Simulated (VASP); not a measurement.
Mo:

```xyz
1
Lattice="2.7215 0.0000 0.0000 0.0000 2.7215 0.0000 0.0000 0.0000 2.7215" Properties=species:S:1:pos:R:3 pbc="T T T"
Mo    0.0000    0.0000    0.0000
```

| Quantity | Value |
| --- | --- |
| Program | VASP 6.6.1 |
| Task | relaxation of cell and atoms |
| Functional | PBE |
| Potentials or basis | VASP PAW PBE potentials, release 64 (Mo_sv) |
| Cutoff | 600 eV |
| k mesh | 12 × 12 × 12 |
| Occupations | fermi-dirac, width 0.03 eV |
| Spin | no spin polarisation |

At the start: pressure -19.0 GPa; volume 20.16 Å³/atom.

Task: Where does the relaxation end?

Result: Over 7 steps the energy falls by 163.1 meV/atom and the volume is 17.71 Å³/atom (-12.1 %); space group Pm-3m (No. 221, to 0.05 Å).

Step by step:
| step | energy change (eV) | largest force (eV/Å) | pressure (GPa) | volume (Å³) |
| --- | --- | --- | --- | --- |
| 1 | 0.0000 | 0.0000 | -19.01 | 20.16 |
| 2 | 0.5347 | 0.0000 | 72.62 | 13.95 |
| 3 | -0.1621 | 0.0000 | -1.82 | 17.88 |
| 4 | -0.1630 | 0.0000 | -0.40 | 17.75 |
| 5 | -0.1631 | 0.0000 | 0.10 | 17.70 |
| 6 | -0.1631 | 0.0000 | -0.12 | 17.73 |
| 7 | -0.1631 | 0.0000 | -0.02 | 17.71 |

Final structure:
```xyz
1
Lattice="2.6068 0.0000 0.0000 0.0000 2.6068 0.0000 0.0000 0.0000 2.6068" Properties=species:S:1:pos:R:3 pbc="T T T"
Mo    0.0000    0.0000    0.0000
```
